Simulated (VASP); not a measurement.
# As in VASP: a series of runs

As is run at these levels: PBE, LDA, r2SCAN; tasks: single point.

Everything below comes from runs of VASP 6.6.1. Logs are shortened: lines on timing, memory, paths and dates and some standing lists are left out, and cuts for length are marked.

### Step 1. The cell of the first run

The cell holds a slab with vacuum, 2 atoms: a = 3.575 Å, b = 3.575 Å, c = 26.416 Å, α = 90.00°, β = 90.00°, γ = 120.00°.

### Step 2. Single point, PBE

Contents of INCAR:

```
SYSTEM = As
PREC = Accurate ; ENCUT = 520
EDIFF = 1E-6 ; ISMEAR = -1
SIGMA = 0.02 ; LREAL = .False.
LASPH = .True. ; NELM = 60
ALGO = Normal ; ISIF = 2
LWAVE = .False. ; LCHARG = .False.
LDIPOL = .True. ; IDIPOL = 3
DIPOL = 0.5 0.5 0.347 ; GGA = PE
NBANDS = 12
```

Contents of KPOINTS:

```
Automatic mesh
0
Gamma
  12 12 1
  0 0 0
```

Contents of POSCAR:

```
As
1.0
    3.5749013640      0.0000000000      0.0000000000
   -1.7874506820      3.0959553972      0.0000000000
    0.0000000000      0.0000000000     26.4156438000
As
2
Direct
    0.3333333333      0.6666666667      0.3206195636
    0.6666666667      0.3333333333      0.3724478490
```

Potentials or basis: VASP PAW PBE potentials, release 64 (As).

The run is started by

```console
$ cat potpaw_PBE.64/As/POTCAR > POTCAR
$ mpirun -np 1 vasp_std > vasp.out
```

OUTCAR:

```text
SYSTEM = As
   PREC = Accurate
   ENCUT = 520
   EDIFF = 1E-6
   ISMEAR = -1
   LREAL = .False.
   LASPH = .True.
   NELM = 60
   ISIF = 2
   GGA = PE

 ion  position               nearest neighbor table
   1  0.333  0.667  0.321-   2 2.48   2 2.48   2 2.48
   2  0.667  0.333  0.372-   1 2.48   1 2.48   1 2.48

  LATTYP: Found a hexagonal cell.
 ALAT       =     3.5749013640
 C/A-ratio  =     7.3891951442

  Lattice vectors:

 A1 = (   3.5749013640,   0.0000000000,   0.0000000000)
 A2 = (  -1.7874506820,   3.0959553972,   0.0000000000)
 A3 = (   0.0000000000,   0.0000000000,  26.4156438000)

Analysis of symmetry for initial positions (statically):
=====================================================================
 Subroutine PRICEL returns:
 Original cell was already a primitive cell.

 Routine SETGRP: Setting up the symmetry group for a
 hexagonal supercell.

 Subroutine GETGRP returns: Found 12 space group operations
 (whereof  6 operations were pure point group operations)
 out of a pool of 24 trial point group operations.

The static configuration has the point symmetry C_3v.
 The point group associated with its full space group is D_3d.

Analysis of symmetry for dynamics (positions and initial velocities):
=====================================================================
 Subroutine PRICEL returns:
 Original cell was already a primitive cell.

 Routine SETGRP: Setting up the symmetry group for a
 hexagonal supercell.

 Subroutine GETGRP returns: Found 12 space group operations
 (whereof  6 operations were pure point group operations)
 out of a pool of 24 trial point group operations.

The dynamic configuration has the point symmetry C_3v.
 The point group associated with its full space group is D_3d.

 Subroutine INISYM returns: Found 12 space group operations
 (whereof  6 operations are pure point group operations),
 and found     1 'primitive' translations

----------------------------------------------------------------------------------------

                                     Primitive cell

  volume of cell :     292.3613

  direct lattice vectors                    reciprocal lattice vectors
     3.574901364  0.000000000  0.000000000     0.279727998  0.161501035  0.000000000
    -1.787450682  3.095955397  0.000000000     0.000000000  0.323002069  0.000000000
     0.000000000  0.000000000 26.415643800     0.000000000  0.000000000  0.037856355

  length of vectors
     3.574901364  3.574901364 26.415643800     0.323002069  0.323002069  0.037856355

[... 85 lines left out ...]
   NELECT =      10.0000    total number of electrons
   NUPDOWN=      -1.0000    fix difference up-down
   EMIN   =  10.00;   EMAX   =-10.00  energy-range for DOS
   EFERMI =   0.00;   METHOD = LEGACY
   ISMEAR =    -1;   SIGMA  =   0.02  broadening in eV -4-tet -1-fermi 0-gaus
   EFERMI_NEDOS =   21; number of points for ismear=-14 and -15
   IALGO  =     38    algorithm
   IMIX   =      4    mixing-type and parameters
     AMIX     =   0.40;   BMIX     =  1.00
     AMIX_MAG =   1.60;   BMIX_MAG =  1.00
  volume/ion in A,a.u.               =     146.18       986.48
  Fermi-wavevector in a.u.,A,eV,Ry     =   0.531416  1.004231  3.842329  0.282403
  Thomas-Fermi vector in A             =   1.554431
   LORBIT       =      0    0 simple, 1 ext, 2 COOP (PROOUT), +10 PAW based schemes
   GGA     = PE    functional components
[... 5 lines left out ...]
 non-spin polarized calculation
  energy-cutoff  :      520.00
  volume of cell :      292.36
 maximum number of plane-waves:      7971
 NGX is ok and might be reduce to    28
   NGX = 13   NGY = 13   NGZ = 99

 dipolmoment           0.000000      0.000000      0.000001 electrons x Angstroem

 number of electron      10.0000001 magnetization

 dipolmoment           0.000000      0.000000     -0.000001 electrons x Angstroem

 Free energy of the ion-electron system (eV)
  ---------------------------------------------------
  ext. energy  EPLUGINS =         0.00000000
  ---------------------------------------------------
  free energy    TOTEN  =        -9.32085245 eV

  energy without entropy =       -9.32085245  energy(sigma->0) =       -9.32085245

 E-fermi :  -3.6067     XC(G=0):  -2.0034

 val. band max:       -3.9999690259   @ k =   0.0000   0.0000   0.0000
 cond. band min:      -2.3217437213   @ k =   0.3333  -0.0000   0.0000
 fundamental gap:      1.6782253045
 Fermi energy:        -3.6066684004

 k-point     1 :       0.0000    0.0000    0.0000
  band No.  band energies     occupation
      1     -17.6502      2.00000
      2     -11.0708      2.00000
      3      -4.4740      2.00000
      4      -4.0000      2.00000
      5      -4.0000      2.00000
      6      -1.9373      0.00000
      7      -0.3897      0.00000
      8      -0.3897      0.00000
      9       0.9155      0.00000
     10       1.1870      0.00000
     11       1.5995      0.00000
     12       1.8824      0.00000
[... 256 lines left out ...]
 k-point    19 :       0.3333    0.3333    0.0000
  band No.  band energies     occupation
      1     -13.9876      2.00000
      2     -13.9876      2.00000
      3      -8.4904      2.00000
      4      -5.9388      2.00000
      5      -5.9388      2.00000
      6      -1.9017      0.00000
      7       0.7705      0.00000
      8       0.7705      0.00000
      9       4.1832      0.00000
     10       5.0376      0.00000
     11       5.0376      0.00000
     12       5.7925      0.00000

------------------------ aborting loop because EDIFF is reached ----------------------------------------

 vacuum level on the upper side and lower side of the slab       (xc-potential included)        -0.007        -0.007

  FORCE on cell =-STRESS in cart. coord.  units (eV):
  Direction    XX          YY          ZZ          XY          YZ          ZX
  --------------------------------------------------------------------------------------
  -------------------------------------------------------------------------------------
  Total        0.6615304      0.6615304      0.6741994      0.0000000      0.0000000      0.0000000
  in kB        3.6252707      3.6252707      3.6946983      0.0000000      0.0000000      0.0000000
  external PRESSURE =       3.6484132 kB  Pullay stress =       0.0000000 kB

 VOLUME and BASIS-vectors are now :
 -----------------------------------------------------------------------------
  energy-cutoff  :      520.00
  volume of cell :      292.36
      direct lattice vectors                 reciprocal lattice vectors
     3.574901364  0.000000000  0.000000000     0.279727998  0.161501035  0.000000000
    -1.787450682  3.095955397  0.000000000     0.000000000  0.323002069  0.000000000
     0.000000000  0.000000000 26.415643800     0.000000000  0.000000000  0.037856355

 POSITION                                       TOTAL-FORCE (eV/Angst)
 -----------------------------------------------------------------------------------
     -0.00000      2.06397      8.46937         0.000000     -0.000000     -0.493311
      1.78745      1.03199      9.83845        -0.000000      0.000000      0.493311
 -----------------------------------------------------------------------------------
    total drift:                               -0.000000      0.000000     -0.000007

  FREE ENERGIE OF THE ION-ELECTRON SYSTEM (eV)
  ---------------------------------------------------
  free  energy   TOTEN  =        -9.3208524479 eV

  energy  without entropy=       -9.3208524479  energy(sigma->0) =       -9.32085245

 vacuum level on the upper side and lower side of the slab         1.445         1.445
```

Wall time 39 s (1 thread of Intel Xeon 6975P-C (Granite Rapids), shared host); peak memory 0.39 GiB.

Results:

```
Free energy            : -9.3209 eV
Largest force          : 0.493 eV/Å
Band gap on the k mesh : 1.68 eV, indirect (least direct gap 2.06 eV)
```

Forces in eV/Å, atoms in the order of the input:
```
As   0.000  0.000 -0.493
As   0.000  0.000  0.493
```

### Step 3. Single point, LDA

Contents of INCAR:

```
PREC = Accurate
ENCUT = 520
EDIFF = 1E-6
ISMEAR = 0
SIGMA = 0.01
LREAL = False
LASPH = True
NELM = 100
ALGO = Normal
ISIF = 2
LWAVE = False
LCHARG = True
LDIPOL = True
IDIPOL = 3
DIPOL = 0.5 0.5 0.347
GGA = CA
LELF = True
LVHAR = True
LVACPOTAV = True
NBANDS = 12
```

Contents of KPOINTS:

```
Automatic mesh
0
Gamma
  12 12 1
```

POSCAR is that of step 2.

Potentials or basis: VASP PAW LDA potentials, release 64 (As).

The run is started by

```console
$ cat potpaw_LDA.64/As/POTCAR > POTCAR
$ mpirun -np 1 vasp_std > vasp.out
```

Wall time 36 s (1 thread of Intel Xeon 6975P-C (Granite Rapids), shared host); peak memory 0.31 GiB.

It converged, with:

```
Free energy            : -10.4494 eV
Largest force          : 0.059 eV/Å
Band gap on the k mesh : 1.59 eV, indirect (least direct gap 1.94 eV)
```

Forces on the atoms (eV/Å):
```
As   0.000  0.000 -0.059
As   0.000  0.000  0.059
```

Levels at points of the mesh, in eV from the valence-band top:
| k point | band 2 | band 3 | band 4 | band 5 | band 6 | band 7 | band 8 | band 9 |
| --- | --- | --- | --- | --- | --- | --- | --- | --- |
| (0.00, 0.00, 0.00) | -7.11 | -0.49 | 0.00 | 0.00 | 1.94 | 3.58 | 3.58 | 5.10 |
| (0.50, 0.00, 0.00) | -9.18 | -3.40 | -1.93 | -1.52 | 1.93 | 3.23 | 4.68 | 6.31 |

### Step 4. Single point, PBE

This run uses another cell than the first one, of 148.60 Å³/atom, 1.017 times its volume.

Contents of INCAR:

```
ALGO     = Normal         # electronic algorithm
DIPOL    = 0.5 0.5 0.347
EDIFF    = 1E-6           # SCF threshold, eV
ENCUT    = 520            # plane-wave cutoff, eV
GGA      = PE             # functional
IDIPOL   = 3            
ISIF     = 2              # what is computed and relaxed
ISMEAR   = -1             # smearing method
LASPH    = True           # aspherical terms in the spheres
LCHARG   = False          # write CHGCAR
LDIPOL   = True         
LREAL    = False          # projectors in reciprocal space
LWAVE    = False          # write WAVECAR
NBANDS   = 12             # bands
NELM     = 100            # most SCF steps
PREC     = Accurate       # precision mode
SIGMA    = 0.02           # smearing width, eV
```

Contents of KPOINTS:

```
k-points
0
Gamma
  12 12 1
```

Contents of POSCAR:

```
As
1.0
    3.6043654847      0.0000000000      0.0000000000
   -1.8021827423      3.1214720742      0.0000000000
    0.0000000000      0.0000000000     26.4156438000
As
2
Direct
    0.3333333333      0.6666666667      0.3202006446
    0.6666666667      0.3333333333      0.3728667680
```

Potentials or basis: VASP PAW PBE potentials, release 64 (As).

The run is started by

```console
$ cat potpaw_PBE.64/As/POTCAR > POTCAR
$ mpirun -np 1 vasp_std > vasp.out
```

Run time: 42 s. Hardware: 1 thread of Intel Xeon 6975P-C (Granite Rapids), shared host; peak memory 0.4 GiB.

The run converged. Its results:

| Quantity | Value |
| --- | --- |
| Free energy | -9.3333 eV |
| Largest force | 0.086 eV/Å |
| Band gap on the k mesh | 1.63 eV, indirect (least direct gap 1.95 eV) |

Forces in eV/Å, atoms in the order of the input:
```
As   0.000  0.000 -0.086
As   0.000  0.000  0.086
```

Levels at points of the mesh, in eV from the valence-band top:
```
           k point  band 1  band 2  band 3  band 4  band 5  band 6  band 7  band 8  band 9  band 10
(0.00, 0.00, 0.00)  -13.47   -7.14   -0.52    0.00    0.00    1.95    3.51    3.51    4.87     5.12
(0.50, 0.00, 0.00)  -11.04   -9.10   -3.38   -1.88   -1.54    1.98    3.18    4.55    6.31     8.31
```

(Part 1 of 2 ends here.)
